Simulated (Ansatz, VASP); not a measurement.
GaSi2 in VASP and in Ansatz

```
CELL_PARAMETERS angstrom
-1.82142 1.82142 3.92169
1.82142 -1.82142 3.92169
1.82142 1.82142 -3.92169
ATOMIC_POSITIONS crystal
Ga 0.00000 0.00000 0.00000
Si 0.75000 0.25000 0.50000
Si 0.25000 0.75000 0.50000
```

Alike in both runs: functional r2SCAN; k mesh 6 × 6 × 6; occupations gaussian, width 0.1 eV; no spin polarisation.

Ansatz relaxed the structure, and its values are those at the end. VASP's run is a single point on that final structure, the one shown.

```csv
,VASP,Ansatz
version,VASP 6.6.1,Ansatz 0.2.0
potentials or method,"VASP PAW PBE potentials, release 64 (Ga_d, Si), cutoff 520 eV","scalar-relativistic, plane waves, PAW"
valence electrons in the cell,21,21
```

```csv
,VASP,Ansatz,Ansatz less VASP
gap on the k mesh at the Fermi level (eV),none,none,-
pressure (GPa),-0.1,0.0,+0.02
```

VASP's potentials were made for PBE, not for r2SCAN. A gap of «none» marks a metal or a gap that the smearing closes.

The k mesh is coarse, so the values compare programs but aren't converged.
